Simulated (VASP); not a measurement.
Crystal: NiO.

```
Ni O
1.0
     0.00000    2.12681    2.12681
     2.12681    0.00000    2.12681
     2.12681    2.12681    0.00000
Ni O
1 1
Direct
  0.00000 0.00000 0.00000
  0.50000 0.50000 0.50000
```

Base run:

| Quantity | Value |
| --- | --- |
| Program | VASP 6.6.1 |
| Functional | PBE |
| Potentials or basis | VASP PAW PBE potentials, release 64 (Ni, O) |
| Cutoff | 520 eV |
| k mesh | 11 × 11 × 11 |
| Occupations | fermi-dirac, width 0.05 eV |
| Spin | collinear spin, ferromagnetic start |
| Starting moments | [1.0, 0.0] μB |

Its results: pressure -4.7 GPa; net moment 1.83 μB per cell; site moments Ni +1.50; O +0.28 μB.

Question: The run is repeated on the same cell with these changes: dispersion from none to D3(BJ). What comes out?

Answer: Pressure -8.7 GPa; net moment 1.83 μB per cell; site moments Ni +1.50; O +0.28 μB.

Dispersion adds attraction, which lowers the pressure at fixed volume and, as a term added to the energy, leaves the levels alone.

Caveats: a cell with one magnetic atom can't hold antiferromagnetic order, which such compounds often take; semilocal functionals often make such compounds metallic where correlation or magnetic order opens a gap, which also shifts bond lengths; pairwise dispersion overbinds metals, which lowers pressure and volume (some runs).
